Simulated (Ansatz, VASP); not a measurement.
**Two plane-wave programs on CoO**

```xyz
2
Lattice="0.0000 2.1315 2.1315 2.1315 0.0000 2.1315 2.1315 2.1315 0.0000" Properties=species:S:1:pos:R:3 pbc="T T T"
Co    0.0000    0.0000    0.0000
O     2.1315    2.1315    2.1315
```

Alike in both runs: task relaxation of cell and atoms; functional PBE; dispersion D4; k mesh 11 × 11 × 11; occupations fermi-dirac, width 0.05 eV; collinear spin.

|  | VASP | Ansatz |
| --- | --- | --- |
| version | VASP 6.6.1 | Ansatz 0.2.0 |
| potentials or method | VASP PAW PBE potentials, release 64 (Co, O) | Ansatz PAW |
| plane-wave cutoff (eV) | 600 | 420 |
| valence electrons in the cell | 15 | 23 |

```tsv
	VASP	Ansatz	Ansatz less VASP
gap on the k mesh at the Fermi level, each at its own relaxed structure (eV)	none	none	-
net moment per atom (μB)	1.41	1.43	+0.020
size of the moment on the site where the two differ most (μB)	2.49	2.44	-0.058
relaxed volume (Å³/atom)	9.35	9.39	+0.042
relaxed cell length with the largest relative difference (Å)	2.979	2.984	+0.0045
```

Site moments also hang on the region over which each program counts them. A gap of «none» marks a metal or a gap that the smearing closes. VASP's potentials hold 15 valence electrons a cell and Ansatz's 23, so a difference there can come from the potentials and not from the codes.

Noted on Ansatz's run: the plane-wave basis is chosen anew once the cell has moved, so the energies of steps on either side of that aren't comparable.
